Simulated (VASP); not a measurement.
# TiAl (P-6m2) in VASP: notebook

The runs below take TiAl through single point, with PBE.

Everything below comes from runs of VASP 6.6.1. Logs are shortened: lines on timing, memory, paths and dates and some standing lists are left out, and cuts for length are marked.

## 1. The cell of the first run

It takes space group P-6m2 (No. 187, hexagonal). The conventional cell has a = 2.897 Å, b = 2.897 Å, c = 4.587 Å, α = 90.00°, β = 90.00°, γ = 120.00°. Within 3.7 Å of Ti (site symmetry -6m2) lie 6 Al at 2.84 Å and 6 Ti at 2.90 Å. Within 3.7 Å of Al (site symmetry -6m2) lie 6 Ti at 2.84 Å and 6 Al at 2.90 Å.

## 2. Single point, PBE (strained)

INCAR reads:

```
  PREC = Accurate
  ENCUT = 520
  EDIFF = 1E-7
  ISMEAR = 0
  SIGMA = 0.1
  LREAL = False
  LASPH = True
  NELM = 100
  ALGO = Normal
  ISIF = 2
  LWAVE = False
  LCHARG = False
  GGA = PE
  NBANDS = 14
```

KPOINTS reads:

```
regular mesh
0
Gamma
  18 18 10
```

POSCAR reads:

```
TiAl
1.0
    2.8972251230      0.0000000000      0.0000000000
   -1.4486125615      2.5090705570      0.0000000000
    0.0000000000      0.0000000000      4.5866264774
Ti Al
1 1
Direct
    0.0000000000      0.0000000000      0.0000000000
    0.3333333333      0.6666666667      0.5000000000
```

Potentials or basis: VASP PAW PBE potentials, release 64 (Ti_sv, Al).

Command:

```console
> cat potpaw_PBE.64/Ti_sv/POTCAR potpaw_PBE.64/Al/POTCAR > POTCAR
> mpirun -np 1 vasp_std > vasp.out
```

OUTCAR:

```text
PREC = Accurate
   ENCUT = 520
   EDIFF = 1E-7
   ISMEAR = 0
   LREAL = False
   LASPH = True
   NELM = 100
   ISIF = 2
   GGA = PE

 ion  position               nearest neighbor table
   1  0.000  0.000  0.000-   2 2.84   2 2.84   2 2.84   2 2.84   2 2.84   2 2.84
   2  0.333  0.667  0.500-   1 2.84   1 2.84   1 2.84   1 2.84   1 2.84   1 2.84

  LATTYP: Found a hexagonal cell.
 ALAT       =     2.8972251230
 C/A-ratio  =     1.5831101425

  Lattice vectors:

 A1 = (   2.8972251230,   0.0000000000,   0.0000000000)
 A2 = (  -1.4486125615,   2.5090705570,   0.0000000000)
 A3 = (   0.0000000000,   0.0000000000,   4.5866264774)

Analysis of symmetry for initial positions (statically):
=====================================================================
 Subroutine PRICEL returns:
 Original cell was already a primitive cell.

 Routine SETGRP: Setting up the symmetry group for a
 hexagonal supercell.

 Subroutine GETGRP returns: Found 12 space group operations
 (whereof 12 operations were pure point group operations)
 out of a pool of 24 trial point group operations.

The static configuration has the point symmetry D_3h.

Analysis of symmetry for dynamics (positions and initial velocities):
=====================================================================
 Subroutine PRICEL returns:
 Original cell was already a primitive cell.

 Routine SETGRP: Setting up the symmetry group for a
 hexagonal supercell.

 Subroutine GETGRP returns: Found 12 space group operations
 (whereof 12 operations were pure point group operations)
 out of a pool of 24 trial point group operations.

The dynamic configuration has the point symmetry D_3h.

 Subroutine INISYM returns: Found 12 space group operations
 (whereof 12 operations are pure point group operations),
 and found     1 'primitive' translations

----------------------------------------------------------------------------------------

                                     Primitive cell

  volume of cell :      33.3418

  direct lattice vectors                    reciprocal lattice vectors
     2.897225123  0.000000000  0.000000000     0.345157852  0.199276979  0.000000000
    -1.448612562  2.509070557  0.000000000     0.000000000  0.398553957  0.000000000
     0.000000000  0.000000000  4.586626477     0.000000000  0.000000000  0.218025166

  length of vectors
     2.897225123  2.897225123  4.586626477     0.398553957  0.398553957  0.218025166

  position of ions in fractional coordinates (direct lattice)
     0.000000000  0.000000000  0.000000000
     0.333333333  0.666666667  0.500000000

  ion indices of the primitive-cell ions
   primitive index   ion index
                 1           1
                 2           2

----------------------------------------------------------------------------------------

 KPOINTS: regular mesh

Automatic generation of k-mesh.
 Grid dimensions read from file:
 generate k-points for:   18   18   10

 Generating k-lattice:

  Cartesian coordinates                     Fractional coordinates (reciprocal lattice)
     0.019175436  0.011070943  0.000000000     0.055555556  0.000000000  0.000000000
     0.000000000  0.022141887  0.000000000     0.000000000  0.055555556  0.000000000
     0.000000000  0.000000000  0.021802517     0.000000000  0.000000000  0.100000000

  Length of vectors
     0.022141887  0.022141887  0.021802517

  Shift w.r.t. Gamma in fractional coordinates (k-lattice)
     0.000000000  0.000000000  0.000000000

 Subroutine IBZKPT returns following result:
 ===========================================

 Found    222 irreducible k-points:

 Following reciprocal coordinates:
            Coordinates               Weight
  0.000000  0.000000  0.000000      1.000000
  0.055556 -0.000000  0.000000      6.000000
  0.111111 -0.000000  0.000000      6.000000
  0.166667  0.000000  0.000000      6.000000
  0.222222  0.000000  0.000000      6.000000
  0.277778  0.000000  0.000000      6.000000
[... 16 lines left out ...]
  0.333333  0.111111  0.000000     12.000000
  0.388889  0.111111  0.000000     12.000000
 [... further k-points ...]
   k-points           NKPTS =    222   k-points in BZ     NKDIM =    222   number of bands    NBANDS=     14
   number of dos      NEDOS =    301   number of ions     NIONS =      2
   total plane-waves  NPLWV =  20736
   dimension x,y,z NGX =    24 NGY =   24 NGZ =   36
   dimension x,y,z NGXF=    48 NGYF=   48 NGZF=   72
   ions per type =               1   1
   NGX,Y,Z   is equivalent  to a cutoff of  13.77, 13.77, 13.05 a.u.
   NGXF,Y,Z  is equivalent  to a cutoff of  27.54, 27.54, 26.10 a.u.
 SYSTEM =  unknown system
   PREC   = accura    normal or accurate (medium, high low for compatibility)
   ISTART =      0    job   : 0-new  1-cont  2-samecut
   ICHARG =      2    charge: 1-file 2-atom 10-const
   ISPIN  =      1    spin polarized calculation?
   LNONCOLLINEAR =      F non collinear calculations
   LSORBIT =      F    spin-orbit coupling
   LASPH  =      T    aspherical Exc in radial PAW
   ENCUT  =  520.0 eV  38.22 Ry    6.18 a.u.   5.39  5.39  8.53*2*pi/ulx,y,z
   NELM   =    100;   NELMIN=  2; NELMDL= -5     # of ELM steps
   EDIFF  = 0.1E-06   stopping-criterion for ELM
   LREAL  =      F    real-space projection
   EDIFFG = 0.1E-05   stopping-criterion for IOM
   NSW    =      0    number of steps for IOM
   IBRION =     -1    ionic relax: 0-MD 1-quasi-New 2-CG
   NFREE  =      0    steps in history (QN), initial steepest desc. (CG)
   ISIF   =      2    stress and relaxation
   ISYM   =      2    0-nonsym 1-usesym 2-fastsym
   POTIM  = 0.5000    time-step for ionic-motion
   TEBEG  =    0.0;   TEEND  =   0.0 temperature during run
   PSTRESS=    0.0 pullay stress
   NELECT =      15.0000    total number of electrons
   NUPDOWN=      -1.0000    fix difference up-down
   EMIN   =  10.00;   EMAX   =-10.00  energy-range for DOS
   EFERMI =   0.00;   METHOD = LEGACY
   ISMEAR =     0;   SIGMA  =   0.10  broadening in eV -4-tet -1-fermi 0-gaus
   EFERMI_NEDOS =   21; number of points for ismear=-14 and -15
   IALGO  =     38    algorithm
   IMIX   =      4    mixing-type and parameters
     AMIX     =   0.40;   BMIX     =  1.00
     AMIX_MAG =   1.60;   BMIX_MAG =  1.00
  volume/ion in A,a.u.               =      16.67       112.50
  Fermi-wavevector in a.u.,A,eV,Ry     =   1.254418  2.370507 21.409659  1.573566
  Thomas-Fermi vector in A             =   2.388224
   LORBIT       =      0    0 simple, 1 ext, 2 COOP (PROOUT), +10 PAW based schemes
   GGA     = PE    functional components
   LHFCALC =     F    Hartree Fock is set to
   AEXX    =    0.0000 exact exchange contribution
   IVDW    =     0    specifies the selected vdW correction
   LEPSILON=     F    determine dielectric tensor
   LRPA    =     F    only Hartree local field effects (RPA)
 non-spin polarized calculation
 Gauss-broadening in eV      SIGMA  =   0.10
  energy-cutoff  :      520.00
  volume of cell :       33.34
 maximum number of plane-waves:       929
 NGX is ok and might be reduce to    24
   NGX = 11   NGY = 11   NGZ = 17

 number of electron      14.9999999 magnetization

 Free energy of the ion-electron system (eV)
  ---------------------------------------------------
  ext. energy  EPLUGINS =         0.00000000
  ---------------------------------------------------
  free energy    TOTEN  =       -12.08652012 eV

  energy without entropy =      -12.07304693  energy(sigma->0) =      -12.07978352

 E-fermi :   7.8257     XC(G=0): -10.9290

 val. band max:        7.8253641328   @ k =   0.3333  -0.0000   0.4000
 cond. band min:       7.8280122919   @ k =   0.2778   0.0556   0.0000
 fundamental gap:      0.0026481590
 Fermi energy:         7.8257205960

 k-point     1 :       0.0000    0.0000    0.0000
  band No.  band energies     occupation
      1     -48.7119      2.00000
      2     -25.0313      2.00000
      3     -24.6431      2.00000
      4     -24.6431      2.00000
      5      -1.0308      2.00000
      6       5.6573      2.00000
      7       6.2404      2.00000
      8       9.0824      0.00000
      9       9.0824      0.00000
     10      10.5015      0.00000
     11      10.5015      0.00000
     12      12.0686      0.00000
     13      20.4036      0.00000
     14      20.4036      0.00000

 k-point     2 :       0.0556   -0.0000    0.0000
  band No.  band energies     occupation
      1     -48.7093      2.00000
      2     -25.0288      2.00000
      3     -24.6593      2.00000
      4     -24.6468      2.00000
      5      -0.9554      2.00000
      6       5.7369      2.00000
      7       6.2435      2.00000
      8       9.0090      0.00000
      9       9.1425      0.00000
     10      10.4805      0.00000
     11      10.5282      0.00000
     12      12.0835      0.00000
     13      19.1468      0.00000
     14      19.6545      0.00000

 k-point     3 :       0.1111   -0.0000    0.0000
  band No.  band energies     occupation
      1     -48.7021      2.00000
      2     -25.0214      2.00000
      3     -24.7057      2.00000
      4     -24.6573      2.00000
      5      -0.7303      2.00000
      6       5.9656      2.00000
      7       6.2524      2.00000
      8       8.8069      0.00000
      9       9.3195      0.00000
     10      10.4207      0.00000
     11      10.6095      0.00000
     12      12.1244      0.00000
     13      17.3587      0.00000
     14      18.7443      0.00000
[... 324 lines left out ...]
 k-point    23 :       0.3333    0.1111    0.0000
  band No.  band energies     occupation
      1     -48.6349      2.00000
      2     -25.0932      2.00000
      3     -24.9535      2.00000
      4     -24.7850      2.00000
      5       2.6449      2.00000
      6       6.4365      2.00000
      7       6.5930      2.00000
      8       7.3366      2.00000
      9       9.4820      0.00000
     10      10.6735      0.00000
     11      11.8701      0.00000
     12      12.2592      0.00000
     13      13.2460      0.00000
     14      14.1033      0.00000

 k-point    24 :       0.3889    0.1111    0.0000
  band No.  band energies     occupation
      1     -48.6280      2.00000
      2     -25.1313      2.00000
      3     -24.9465      2.00000
      4     -24.7983      2.00000
      5       3.5891      2.00000
      6       5.7990      2.00000
      7       6.4719      2.00000
      8       7.0909      2.00000
      9       9.3673      0.00000
     10      10.9032      0.00000
     11      11.8684      0.00000
     12      12.5906      0.00000
     13      13.3176      0.00000
     14      14.2870      0.00000

 [... further k-points ...]

------------------------ aborting loop because EDIFF is reached ----------------------------------------

  FORCE on cell =-STRESS in cart. coord.  units (eV):
  Direction    XX          YY          ZZ          XY          YZ          ZX
  --------------------------------------------------------------------------------------
  -------------------------------------------------------------------------------------
  Total       -0.0931057     -0.0931057      0.4534758      0.0000000      0.0000000      0.0000000
  in kB       -4.4740264     -4.4740264     21.7909503      0.0000000      0.0000000      0.0000000
  external PRESSURE =       4.2809658 kB  Pullay stress =       0.0000000 kB

 VOLUME and BASIS-vectors are now :
 -----------------------------------------------------------------------------
  energy-cutoff  :      520.00
  volume of cell :       33.34
      direct lattice vectors                 reciprocal lattice vectors
     2.897225123  0.000000000  0.000000000     0.345157852  0.199276979  0.000000000
    -1.448612562  2.509070557  0.000000000     0.000000000  0.398553957  0.000000000
     0.000000000  0.000000000  4.586626477     0.000000000  0.000000000  0.218025166

 POSITION                                       TOTAL-FORCE (eV/Angst)
 -----------------------------------------------------------------------------------
      0.00000      0.00000      0.00000         0.000000      0.000000      0.000000
     -0.00000      1.67271      2.29331         0.000000     -0.000000      0.000000
 -----------------------------------------------------------------------------------
    total drift:                                0.000000     -0.000000      0.000000

  FREE ENERGIE OF THE ION-ELECTRON SYSTEM (eV)
  ---------------------------------------------------
  free  energy   TOTEN  =       -12.0865201210 eV

  energy  without entropy=      -12.0730469281  energy(sigma->0) =      -12.07978352
```

Run time: 2.2 min. Hardware: 1 thread of Intel Xeon 8259CL, shared host; peak memory 0.24 GiB.

Results:

| Quantity | Value |
| --- | --- |
| Free energy | -12.0865 eV |
| Pressure | 0.4 GPa |
| Band gap on the k mesh | zero (an odd number of electrons rules out a gap without spin polarisation) |

Stress tensor (GPa, compression positive):
```
-0.45  0.00  0.00
 0.00 -0.45  0.00
 0.00  0.00  2.18
```

Caveat: the cell differs from its parent crystal (strained).

## 3. Single point, PBE (strained)

INCAR reads:

```
ALGO     = Fast           # electronic algorithm
EDIFF    = 1E-6           # SCF threshold, eV
ENCUT    = 520            # plane-wave cutoff, eV
GGA      = PE             # functional
ISIF     = 2              # what is computed and relaxed
ISMEAR   = 0              # smearing method
LASPH    = T              # aspherical terms in the spheres
LCHARG   = T              # write CHGCAR
LELF     = T              # ELF
LREAL    = F              # projectors in reciprocal space
LVHAR    = T            
LWAVE    = F              # write WAVECAR
NBANDS   = 14             # bands
NELM     = 80             # most SCF steps
PREC     = Accurate       # precision mode
SIGMA    = 0.1            # smearing width, eV
```

KPOINTS reads:

```
k-points
0
Gamma
  18 18 10
```

POSCAR reads:

```
TiAl
1.0
    2.9355604191      0.0000000000      0.0000000000
   -1.4677802095      2.5422698973      0.0000000000
    0.0000000000      0.0000000000      4.5088299571
Ti Al
1 1
Direct
    0.0000000000      0.0000000000      0.0000000000
    0.3333333333      0.6666666667      0.5000000000
```

Potentials or basis: VASP PAW PBE potentials, release 64 (Ti_sv, Al).

Command:

```console
> cat potpaw_PBE.64/Ti_sv/POTCAR potpaw_PBE.64/Al/POTCAR > POTCAR
> mpirun -np 1 vasp_std > vasp.out
```

It took 4.5 min on 1 thread of Intel Xeon 8259CL, shared host; peak memory 0.24 GiB.

It converged, with:

```
Free energy            : -12.0685 eV
Pressure               : 0.0 GPa
Band gap on the k mesh : zero (an odd number of electrons rules out a gap without spin polarisation)
```

Stress tensor (GPa, compression positive):
```
-2.05  0.00  0.00
 0.00 -2.05  0.00
 0.00  0.00  4.00
```

Levels at points of the mesh, in eV from the Fermi level:
| k point | band 4 | band 5 | band 6 | band 7 | band 8 | band 9 | band 10 | band 11 | band 12 | band 13 |
| --- | --- | --- | --- | --- | --- | --- | --- | --- | --- | --- |
| (0.00, 0.00, 0.00) | -32.54 | -8.75 | -2.04 | -1.33 | 1.21 | 1.21 | 2.55 | 2.55 | 4.54 | 12.17 |
| (0.50, 0.00, 0.00) | -32.64 | -3.76 | -2.93 | -1.42 | -0.86 | 1.92 | 3.68 | 4.11 | 4.42 | 5.61 |
| (0.00, 0.00, 0.50) | -32.54 | -7.71 | -5.12 | -0.11 | 1.24 | 1.24 | 2.44 | 2.44 | 7.72 | 12.33 |
| (0.50, 0.00, 0.50) | -32.64 | -3.70 | -2.31 | -1.77 | 0.42 | 1.04 | 1.64 | 3.34 | 3.68 | 6.27 |

Caveat: the cell differs from its parent crystal (strained); the stress differs along the axes, from -2 to 4 GPa.
